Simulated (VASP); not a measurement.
A run of VASP 6.6.1:

The input INCAR:

```
SYSTEM = Sb
ALGO = Normal ; EDIFF = 1E-6
ENCUT = 520 ; GGA = PS
ISIF = 2 ; ISMEAR = -1
LASPH = .True. ; LCHARG = .True.
LELF = .True. ; LREAL = .False.
LVHAR = .True. ; LWAVE = .False.
NBANDS = 8 ; NELM = 80
PREC = Accurate ; SIGMA = 0.08
```

The input KPOINTS:

```
k-points
0
Gamma
  12 12 12
  0 0 0
```

The input POSCAR:

```
Sb
1.0
    3.1600000000      0.0158000000      0.0158000000
    0.0158000000      3.1600000000      0.0158000000
    0.0158000000      0.0158000000      3.1600000000
Sb
1
Direct
    0.0000000000      0.0000000000      0.0000000000
```

Potentials or basis: VASP PAW PBE potentials, release 64 (Sb).

Command:

```sh
$ cat potpaw_PBE.64/Sb/POTCAR > POTCAR
$ mpirun -np 1 vasp_std > vasp.out
```

Hardware: 1 thread of Intel(R) Xeon(R) 6975P-C (Granite Rapids) (shared host).

Question: How long does it take, and how much memory?

Answer: It took 7.1 s on 1 thread of Intel(R) Xeon(R) 6975P-C (Granite Rapids), on a shared host, peak memory 0.16 GiB. Counts: scf iterations 9, k points 189.
